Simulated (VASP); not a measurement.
Here is a VASP 6.6.1 calculation.

File INCAR:

```
SYSTEM = P
PREC = Accurate
ENCUT = 520
EDIFF = 1E-6
ISMEAR = 0
SIGMA = 0.1
LREAL = .False.
LASPH = .True.
NELM = 60
ALGO = Normal
ISIF = 2
LWAVE = .False.
LCHARG = .False.
GGA = PE
NBANDS = 8
```

Contents of KPOINTS:

```
regular mesh
0
Gamma
  22 22 22
  0 0 0
```

Contents of POSCAR:

```
P
1.0
    2.4444771697      0.0000000000      0.0000000000
    0.0000000000      2.4444771697      0.0000000000
    0.0000000000      0.0000000000      2.4444771697
P
1
Direct
    0.5000000000      0.5000000000      0.5000000000
```

Potentials or basis: VASP PAW PBE potentials, release 64 (P).

The run is started by

```bash
$ cat potpaw_PBE.64/P/POTCAR > POTCAR
$ mpirun -np 1 vasp_std > vasp.out
```

Question: What does it give for the band gap on the k mesh?

Answer: Zero (an odd number of electrons rules out a gap without spin polarisation).

Question: What does it give for the pressure?

Answer: -0.3 GPa.
